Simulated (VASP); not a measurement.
A run of VASP 6.6.1 is set up as follows.

File POSCAR:

```
SiC2
1.0
    2.8703287778      0.0000000000      0.0000000000
   -1.4351643889      2.4857776388      0.0000000000
    0.0000000000      0.0000000000      7.0290022265
C Si
4 2
Direct
    0.0000000000      0.0000000000     -0.0197225612
    0.6666666667      0.3333333333      0.6910394813
    0.3333333333      0.6666666667      0.3353027557
    0.6666666667      0.3333333333      0.9057115828
    0.3333333333      0.6666666667      0.5953175289
    0.0000000000      0.0000000000      0.2423512125
```

The input INCAR.step1:

```
SYSTEM = SiC2
PREC = Accurate ; ENCUT = 520
ISMEAR = 0 ; SIGMA = 0.01
LREAL = .False. ; LASPH = .True.
NELM = 60 ; NBANDS = 21
GGA = PE ; ALGO = Normal
EDIFF = 1E-4 ; LWAVE = .True.
LCHARG = .False.
```

Contents of INCAR.step2:

```
SYSTEM = SiC2
PREC = Accurate ; ENCUT = 520
EDIFF = 1E-6 ; ISMEAR = 0
SIGMA = 0.01 ; LREAL = .False.
LASPH = .True. ; NELM = 60
ALGO = Normal ; ISIF = 2
LWAVE = .False. ; LCHARG = .False.
METAGGA = R2SCAN ; LMIXTAU = .True.
NBANDS = 21 ; ISTART = 1
```

The input KPOINTS:

```
regular mesh
0
Gamma
  9 9 4
  0 0 0
```

Potentials or basis: VASP PAW PBE potentials, release 64 (C, Si).

Run with:

```console
$ cat potpaw_PBE.64/C/POTCAR potpaw_PBE.64/Si/POTCAR > POTCAR
$ cp INCAR.step1 INCAR
$ mpirun -np 1 vasp_std > vasp.out
$ cp INCAR.step2 INCAR
$ mpirun -np 1 vasp_std > vasp.out
```

(1) Predict the largest force.

(2) Predict the band gap on the k mesh.

## Answers

(1) 0.533 eV/Å.

(2) 1.77 eV, indirect (least direct gap 3.70 eV).

Caveat: the PAW data sets were made with another functional, which shifts forces and pressure a little.
